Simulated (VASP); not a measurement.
# NaCl: single point with PBE-based screened hybrid with 20 % exact exchange

Crystal: NaCl.

```xyz
2
Lattice="0.0000 2.7941 2.7941 2.7941 0.0000 2.7941 2.7941 2.7941 0.0000" Properties=species:S:1:pos:R:3 pbc="T T T"
Cl    2.7941    2.7941    2.7941
Na    0.0000    0.0000    0.0000
```

```yaml
Program: VASP 6.6.1
Task: single point
Functional: PBE-based screened hybrid with 20 % exact exchange
Potentials_or_basis: VASP PAW PBE potentials, release 64 (Cl, Na_pv)
Cutoff: 520 eV
k_mesh: 4 × 4 × 4
Occupations: fermi-dirac, width 0.05 eV
Spin: no spin polarisation
Dipole_correction: no
Grid_for_exact_exchange_PRECFOCK: Normal
Share_of_exact_exchange: 0.2
Further_INCAR_settings: ALGO = Normal; EDIFF = 1e-06; NBANDS = 14
Screening_parameter: 0.2 1/Å
```

```
Pressure               : 1.2 GPa
Band gap on the k mesh : 6.33 eV
```

Levels at points of the mesh, in eV from the valence-band top:
```csv
k point,band 3,band 4,band 5,band 6,band 7,band 8,band 9,band 10,band 11,band 12
"(0.00, 0.00, 0.00)",-22.42,-13.68,0.00,0.00,0.00,6.33,12.37,12.37,12.37,14.70
"(0.50, 0.00, 0.00)",-22.42,-13.29,-2.11,-0.30,-0.30,8.42,12.18,12.28,12.28,16.46
"(0.50, 0.50, 0.00)",-22.43,-13.24,-1.84,-0.66,-0.66,8.80,9.14,12.81,16.42,16.42
```

It took 2.3 min on 1 thread of Intel(R) Xeon(R) Platinum 8375C CPU @ 2.90GHz (Ice Lake) (shared host), peak memory 0.26 GiB.

Caveat: the k points lie up to 0.49 Å⁻¹ apart; the PAW data sets were made with another functional, which shifts forces and pressure a little.
